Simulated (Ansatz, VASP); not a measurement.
## One calculation of MnSb, two programs

```
Mn Sb
1.0
     0.00000    2.73485    2.73485
     2.73485    0.00000    2.73485
     2.73485    2.73485    0.00000
Mn Sb
1 1
Direct
  0.50000 0.50000 0.50000
  0.00000 0.00000 0.00000
```

Alike in both runs: task single point; functional PBEsol; k mesh 12 × 12 × 12; occupations gaussian, width 0.05 eV; collinear spin.

|  | VASP | Ansatz |
| --- | --- | --- |
| version | VASP 6.6.1 | Ansatz 0.2.0 |
| potentials or method | VASP PAW PBE potentials, release 64 (Mn_pv, Sb), cutoff 520 eV | scalar-relativistic, plane waves, PAW |
| valence electrons in the cell | 18 | 30 |

```csv
,VASP,Ansatz,Ansatz less VASP
gap on the k mesh at the Fermi level (eV),none,none,-
pressure (GPa),0.0,0.0,-0.08
net moment per atom (μB),1.87,1.87,+0.004
size of the moment on the site where the two differ most (μB),3.63,3.65,+0.018
```

VASP's potentials were made for PBE, not for PBEsol. Site moments also hang on the region over which each program counts them. A gap of «none» marks a metal or a gap that the smearing closes. The functional is the same, so the differences come from potentials, cutoffs and numerics. VASP's potentials hold 18 valence electrons a cell and Ansatz's 30, so a difference there can come from the potentials and not from the codes.

Neither program's run includes spin-orbit coupling.
